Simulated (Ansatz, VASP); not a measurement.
## Na3YbGeSe in VASP and in Ansatz

```
Na Yb Ge Se
1.0
     4.04133    0.00000    0.00000
     0.00000    4.04133    0.00000
     0.00000    0.00000   10.96755
Na Yb Ge Se
3 1 1 1
Direct
  0.00000 0.00000 0.41268
  0.50000 0.00000 0.68477
  0.00000 0.50000 0.68477
  0.50000 0.50000 0.02422
  0.00000 0.00000 0.14322
  0.00000 0.00000 0.89510
```

Alike in both runs: functional PBE; k mesh 3 × 3 × 2; occupations gaussian, width 0.15 eV; collinear spin.

Ansatz relaxed the structure, and its values are those at the end. VASP's run is a single point on that final structure, the one shown.

```csv
,VASP,Ansatz
version,VASP 6.6.1,Ansatz 0.2.0
potentials or method,"VASP PAW PBE potentials, release 64 (Na_pv, Yb, Ge_d, Se), cutoff 520 eV","scalar-relativistic, plane waves, PAW"
valence electrons in the cell,65,81
```

|  | VASP | Ansatz | Ansatz less VASP |
| --- | --- | --- | --- |
| gap on the k mesh at the Fermi level (eV) | none | none | - |
| pressure (GPa) | 0.0 | 0.0 | +0.07 |
| rms of the force components (eV/Å) | 0.022 | 0.023 | +0.0013 |
| net moment per atom (μB) | 0.00 | 0.00 | -0.001 |

A gap of «none» marks a metal or a gap that the smearing closes. The functional is the same, so the differences come from potentials, cutoffs and numerics. VASP's potentials hold 65 valence electrons a cell and Ansatz's 81, so a difference there can come from the potentials and not from the codes. Ansatz's warnings: filled band counts differ across k points, seeded moment not kept.

The k mesh is coarse, so the values compare programs but aren't converged. Spin-orbit coupling is off throughout.
